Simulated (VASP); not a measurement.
# Sb (I4/mmm) in VASP: a series of runs, part 2 of 3

VASP 6.6.1. Earlier steps stand in the parts before.

### 4 Single point, PBE0

This run uses another cell than the first one, of 28.58 Å³/atom.

File POSCAR:

```
Sb
1.0
   -1.6074605858      1.6074605858      2.7651271982
    1.6074605858     -1.6074605858      2.7651271982
    1.6074605858      1.6074605858     -2.7651271982
Sb
1
Direct
    0.0000000000      0.0000000000      0.0000000000
```

File INCAR.step1:

```
PREC     = Accurate       # precision mode
ENCUT    = 520            # plane-wave cutoff, eV
EDIFF    = 1E-5           # SCF threshold, eV
ISMEAR   = -1             # smearing method
SIGMA    = 0.05           # smearing width, eV
LREAL    = False          # projectors in reciprocal space
LASPH    = True           # aspherical terms in the spheres
NELM     = 60             # most SCF steps
ALGO     = Normal         # electronic algorithm
ISIF     = 2              # what is computed and relaxed
LWAVE    = True           # write WAVECAR
LCHARG   = False          # write CHGCAR
GGA      = PE             # functional
NBANDS   = 8              # bands
```

File INCAR.step2:

```
PREC     = Accurate       # precision mode
ENCUT    = 520            # plane-wave cutoff, eV
EDIFF    = 1E-6           # SCF threshold, eV
ISMEAR   = -1             # smearing method
SIGMA    = 0.05           # smearing width, eV
LREAL    = False          # projectors in reciprocal space
LASPH    = True           # aspherical terms in the spheres
NELM     = 60             # most SCF steps
ALGO     = Normal         # electronic algorithm
ISIF     = 2              # what is computed and relaxed
LWAVE    = False          # write WAVECAR
LCHARG   = False          # write CHGCAR
GGA      = PE             # functional
LHFCALC  = True           # exact exchange
AEXX     = 0.25           # exact-exchange fraction
PRECFOCK = Normal       
ISTART   = 1            
NBANDS   = 8              # bands
```

File KPOINTS:

```
Automatic mesh
0
Gamma
  6 6 6
```

Potentials or basis: VASP PAW PBE potentials, release 64 (Sb).

Run with:

```bash
cat potpaw_PBE.64/Sb/POTCAR > POTCAR
cp INCAR.step1 INCAR
mpirun -np 1 vasp_std > vasp.out
cp INCAR.step2 INCAR
mpirun -np 1 vasp_std > vasp.out
```

OUTCAR:

```text
PREC = Accurate
   ENCUT = 520
   EDIFF = 1E-6
   ISMEAR = -1
   LREAL = False
   LASPH = True
   NELM = 60
   ISIF = 2
   GGA = PE
   LHFCALC = True
   AEXX = 0.25
   PRECFOCK = Normal
   ISTART = 1

 ion  position               nearest neighbor table
   1  0.000  0.000  0.000-

  LATTYP: Found a body centered tetragonal cell.
 ALAT       =     3.2149211716
 C/A-ratio  =     1.7201835134

  Lattice vectors:

 A1 = (  -1.6074605858,   1.6074605858,   2.7651271982)
 A2 = (   1.6074605858,  -1.6074605858,   2.7651271982)
 A3 = (   1.6074605858,   1.6074605858,  -2.7651271982)

Analysis of symmetry for initial positions (statically):
=====================================================================
 Subroutine PRICEL returns:
 Original cell was already a primitive cell.

 Routine SETGRP: Setting up the symmetry group for a
 body centered tetragonal supercell.

 Subroutine GETGRP returns: Found 16 space group operations
 (whereof 16 operations were pure point group operations)
 out of a pool of 16 trial point group operations.

The static configuration has the point symmetry D_4h.

Analysis of symmetry for dynamics (positions and initial velocities):
=====================================================================
 Subroutine PRICEL returns:
 Original cell was already a primitive cell.

 Routine SETGRP: Setting up the symmetry group for a
 body centered tetragonal supercell.

 Subroutine GETGRP returns: Found 16 space group operations
 (whereof 16 operations were pure point group operations)
 out of a pool of 16 trial point group operations.

The dynamic configuration has the point symmetry D_4h.

 Subroutine INISYM returns: Found 16 space group operations
 (whereof 16 operations are pure point group operations),
 and found     1 'primitive' translations

----------------------------------------------------------------------------------------

                                     Primitive cell

  volume of cell :      28.5796

  direct lattice vectors                    reciprocal lattice vectors
    -1.607460586  1.607460586  2.765127198     0.000000000  0.311049617  0.180823508
     1.607460586 -1.607460586  2.765127198     0.311049617  0.000000000  0.180823508
     1.607460586  1.607460586 -2.765127198     0.311049617  0.311049617  0.000000000

  length of vectors
     3.579635106  3.579635106  3.579635106     0.359790224  0.359790224  0.439890587

  position of ions in fractional coordinates (direct lattice)
     0.000000000  0.000000000  0.000000000

  ion indices of the primitive-cell ions
   primitive index   ion index
                 1           1

----------------------------------------------------------------------------------------

 KPOINTS: Automatic mesh

Automatic generation of k-mesh.
 Grid dimensions read from file:
 generate k-points for:    6    6    6

 Generating k-lattice:

  Cartesian coordinates                     Fractional coordinates (reciprocal lattice)
     0.000000000  0.051841603  0.030137251     0.166666667 -0.000000000  0.000000000
     0.051841603  0.000000000  0.030137251    -0.000000000  0.166666667  0.000000000
     0.051841603  0.051841603  0.000000000     0.000000000  0.000000000  0.166666667

  Length of vectors
     0.059965037  0.059965037  0.073315098

  Shift w.r.t. Gamma in fractional coordinates (k-lattice)
     0.000000000  0.000000000  0.000000000

 Subroutine IBZKPT returns following result:
 ===========================================

 Found     30 irreducible k-points:

 Following reciprocal coordinates:
            Coordinates               Weight
  0.000000  0.000000  0.000000      1.000000
  0.166667  0.000000 -0.000000      8.000000
  0.333333  0.000000 -0.000000      8.000000
  0.500000  0.000000  0.000000      4.000000
  0.166667  0.166667 -0.000000      8.000000
  0.333333  0.166667 -0.000000     16.000000
[... 16 lines left out ...]
 -0.333333 -0.333333  0.166667      8.000000
 -0.166667 -0.333333  0.166667      8.000000
 [... further k-points ...]
   k-points           NKPTS =     30   k-points in BZ     NKDIM =    216   number of bands    NBANDS=      8
   number of dos      NEDOS =    301   number of ions     NIONS =      1
   total plane-waves  NPLWV =  21952
   dimension x,y,z NGX =    28 NGY =   28 NGZ =   28
   dimension x,y,z NGXF=    56 NGYF=   56 NGZF=   56
   ions per type =               1
   NGX,Y,Z   is equivalent  to a cutoff of  13.00, 13.00, 13.00 a.u.
   NGXF,Y,Z  is equivalent  to a cutoff of  26.01, 26.01, 26.01 a.u.
 SYSTEM =  unknown system
   PREC   = accura    normal or accurate (medium, high low for compatibility)
   ISTART =      1    job   : 0-new  1-cont  2-samecut
   ICHARG =      0    charge: 1-file 2-atom 10-const
   ISPIN  =      1    spin polarized calculation?
   LNONCOLLINEAR =      F non collinear calculations
   LSORBIT =      F    spin-orbit coupling
   LASPH  =      T    aspherical Exc in radial PAW
   ENCUT  =  520.0 eV  38.22 Ry    6.18 a.u.   6.66  6.66  6.66*2*pi/ulx,y,z
   NELM   =     60;   NELMIN=  2; NELMDL=  0     # of ELM steps
   EDIFF  = 0.1E-05   stopping-criterion for ELM
   LREAL  =      F    real-space projection
   EDIFFG = 0.1E-04   stopping-criterion for IOM
   NSW    =      0    number of steps for IOM
   IBRION =     -1    ionic relax: 0-MD 1-quasi-New 2-CG
   NFREE  =      0    steps in history (QN), initial steepest desc. (CG)
   ISIF   =      2    stress and relaxation
   ISYM   =      3    0-nonsym 1-usesym 2-fastsym
   POTIM  = 0.5000    time-step for ionic-motion
   TEBEG  =    0.0;   TEEND  =   0.0 temperature during run
   PSTRESS=    0.0 pullay stress
   NELECT =       5.0000    total number of electrons
   NUPDOWN=      -1.0000    fix difference up-down
   EMIN   =  10.00;   EMAX   =-10.00  energy-range for DOS
   EFERMI =   0.00;   METHOD = LEGACY
   ISMEAR =    -1;   SIGMA  =   0.05  broadening in eV -4-tet -1-fermi 0-gaus
   EFERMI_NEDOS =   21; number of points for ismear=-14 and -15
   IALGO  =     38    algorithm
   IMIX   =      1    mixing-type and parameters
     AMIX     =   0.40;   BMIX     =  1.00
     AMIX_MAG =   1.60;   BMIX_MAG =  1.00
  volume/ion in A,a.u.               =      28.58       192.86
  Fermi-wavevector in a.u.,A,eV,Ry     =   0.915615  1.730261 11.406456  0.838351
  Thomas-Fermi vector in A             =   2.040377
   LORBIT       =      0    0 simple, 1 ext, 2 COOP (PROOUT), +10 PAW based schemes
   GGA     = PE    functional components
   LHFCALC =     T    Hartree Fock is set to
   PRECFOCK=normal    Normal, Fast or Accurate (Low or Medium for compatibility)
   ENCUT4O =  -1.0   cutoff for four orbital integrals eV
   NKREDX  =     1    reduce k-point grid by
   NKREDY  =     1    reduce k-point grid by
   NKREDZ  =     1    reduce k-point grid by
   AEXX    =    0.2500 exact exchange contribution
   HFSCREEN=    0.0000 screening length (either q_TF or 0.3 A-1)
   HFSCREENC=   0.0000 screening length for correlation (either q_TF or 0.3 A-1)
   ENCUTFOCK=  -1.0 apply spherical cutoff to Coloumb kernel
   IVDW    =     0    specifies the selected vdW correction
   LEPSILON=     F    determine dielectric tensor
   LRPA    =     F    only Hartree local field effects (RPA)
 non-spin polarized calculation
  energy-cutoff  :      520.00
  volume of cell :       28.58
 maximum number of plane-waves:       786
 NGX is ok and might be reduce to    28
  NGX = 20; NGY = 20; NGZ = 20

 number of electron       5.0000000 magnetization

 Free energy of the ion-electron system (eV)
  ---------------------------------------------------
  ext. energy  EPLUGINS =         0.00000000
  ---------------------------------------------------
  free energy    TOTEN  =        -5.26096807 eV

  energy without entropy =       -5.25926921  energy(sigma->0) =       -5.26011864

 E-fermi :   8.1614     XC(G=0):  -7.8921

 val. band max:        7.2406155992   @ k =  -0.3333   0.3333   0.0000
 cond. band min:       8.2707082450   @ k =   0.1667   0.1667  -0.0000
 fundamental gap:      1.0300926458
 Fermi energy:         8.1613708217

 k-point     1 :       0.0000    0.0000    0.0000
  band No.  band energies     occupation
      1      -6.7624      2.00000
      2      12.8972      0.00000
      3      13.7437      0.00000
      4      13.7437      0.00000
      5      17.7899      0.00000
      6      19.0168      0.00000
      7      19.2287      0.00000
      8      19.2287      0.00000
[... 243 lines left out ...]
 k-point    24 :      -0.1667   -0.3333    0.1667
  band No.  band energies     occupation
      1      -5.0682      2.00000
      2       6.1011      2.00000
      3       8.9598      0.00000
      4      11.9994      0.00000
      5      15.8656      0.00000
      6      18.4693      0.00000
      7      20.3516      0.00000
      8      22.5000      0.00000

 [... further k-points ...]
[... 5 lines left out ...]
  --------------------------------------------------------------------------------------
  -------------------------------------------------------------------------------------
  Total       -0.8442564     -0.8442564     -1.0931574      0.0000000      0.0000000     -0.0000000
  in kB      -47.3292023    -47.3292023    -61.2826474      0.0000000      0.0000000     -0.0000000
  external PRESSURE =     -51.9803507 kB  Pullay stress =       0.0000000 kB

 VOLUME and BASIS-vectors are now :
 -----------------------------------------------------------------------------
  energy-cutoff  :      520.00
  volume of cell :       28.58
      direct lattice vectors                 reciprocal lattice vectors
    -1.607460586  1.607460586  2.765127198     0.000000000  0.311049617  0.180823508
     1.607460586 -1.607460586  2.765127198     0.311049617  0.000000000  0.180823508
     1.607460586  1.607460586 -2.765127198     0.311049617  0.311049617  0.000000000

 POSITION                                       TOTAL-FORCE (eV/Angst)
 -----------------------------------------------------------------------------------
      0.00000      0.00000      0.00000         0.000000     -0.000000      0.000000
 -----------------------------------------------------------------------------------
    total drift:                               -0.000000     -0.000000     -0.000000

  FREE ENERGIE OF THE ION-ELECTRON SYSTEM (eV)
  ---------------------------------------------------
  free  energy   TOTEN  =        -5.2609680671 eV

  energy  without entropy=       -5.2592692122  energy(sigma->0) =       -5.26011864
```

It took 25 min on 1 thread of Intel Xeon 8259CL, shared host; peak memory 0.17 GiB.

What came out:

```
Free energy            : -5.2610 eV
Pressure               : -5.2 GPa
Band gap on the k mesh : zero (an odd number of electrons rules out a gap without spin polarisation)
```

Caveat: the k points lie up to 0.38 Å⁻¹ apart, too coarse for converged energies and pressures of a metal; the PAW data sets were made with another functional, which shifts forces and pressure a little; spin-orbit coupling is left out, which moves the levels of the heavy elements.

(Part 2 of 3 ends here.)

The gap in the log of VASP goes by the Fermi energy; the results here count the filled bands.